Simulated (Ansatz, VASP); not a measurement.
# InWS4 in VASP and in Ansatz

File INCAR:

```
SYSTEM = InWS4
ALGO = Normal ; EDIFF = 1E-6
EDIFFG = -0.04 ; ENCUT = 600
GGA = PE ; IBRION = 2
ISIF = 3 ; ISMEAR = 0
ISPIN = 2 ; LASPH = .TRUE.
LCHARG = .FALSE. ; LMAXMIX = 4
LORBIT = 11 ; LREAL = .FALSE.
LWAVE = .FALSE. ; MAGMOM = 0 0 0 0 0 0
NELM = 150 ; NSW = 90
PREC = Accurate ; SIGMA = 0.1
```

KPOINTS

```
k-points
0
G
  3 3 4
  0 0 0
```

File POSCAR:

```
InWS4
1.0
    5.9417884500      0.0000000000      0.0000000000
   -2.9708942300      5.1457397400      0.0000000000
    0.0000000000      0.0000000000      5.0483104100
In W S
1 1 4
Direct
    0.0000000000      0.0000000000      0.2310791700
    0.0000000000      0.0000000000      0.6611044600
    0.3333333300      0.6666666700      0.8354744600
    0.6666666700      0.3333333300      0.8354744600
    0.3333333300      0.6666666700      0.3285958100
    0.6666666700      0.3333333300      0.3285958100
```

Input for Ansatz:

```yaml
crystal:
  lattice:
    - [5.94178845, 0.0, 0.0]
    - [-2.97089423, 5.14573974, 0.0]
    - [0.0, 0.0, 5.04831041]
  atoms:
    - { symbol: In, position: [0.0, 0.0, 0.23107917] }
    - { symbol: W, position: [0.0, 0.0, 0.66110446] }
    - { symbol: S, position: [0.33333333, 0.66666667, 0.83547446] }
    - { symbol: S, position: [0.66666667, 0.33333333, 0.83547446] }
    - { symbol: S, position: [0.33333333, 0.66666667, 0.32859581] }
    - { symbol: S, position: [0.66666667, 0.33333333, 0.32859581] }
basis:
  ecutwfc: 420
kpoints:
  mp_grid: { grid: [3, 3, 4] }
hamiltonian:
  xc: pbe
scf:
  occupations: { method: gaussian, width: 0.1 }
  lower_state_search: "off"
output:
  forces: true
  stress: true
  eigenvalues: true
  populations: true
magnetization:
  spin_polarized: true
relax:
  adjacent_minimum: "off"
  f_tol: 0.04
  max_steps: 70
  cell: { stress_tol: 0.4 }
```

Alike in both runs: task relaxation of cell and atoms; functional PBE; k mesh 3 × 3 × 4; occupations gaussian, width 0.1 eV; collinear spin.

```csv
,VASP,Ansatz
version,VASP 6.6.1,Ansatz 0.2.0
potentials or method,"VASP PAW PBE potentials, release 64 (In_d, W_sv, S), cutoff 600 eV","scalar-relativistic, plane waves, PAW"
valence electrons in the cell,51,51
```

```csv
,VASP,Ansatz,Ansatz less VASP
"gap on the k mesh at the Fermi level, each at its own relaxed structure (eV)",none,none,-
net moment per atom (μB),0.00,0.00,0.000
relaxed volume (Å³/atom),21.75,22.07,+0.323
relaxed cell length with the largest relative difference (Å),7.931,8.052,+0.1208
```

A gap of «none» marks a metal or a gap that the smearing closes. Ansatz's warnings: no starting moments.

The k mesh is coarse, so the values compare programs but aren't converged. Neither program's run includes spin-orbit coupling. Noted on VASP's run: the volume moved by over 15 % at a fixed basis, so the end points are rough.
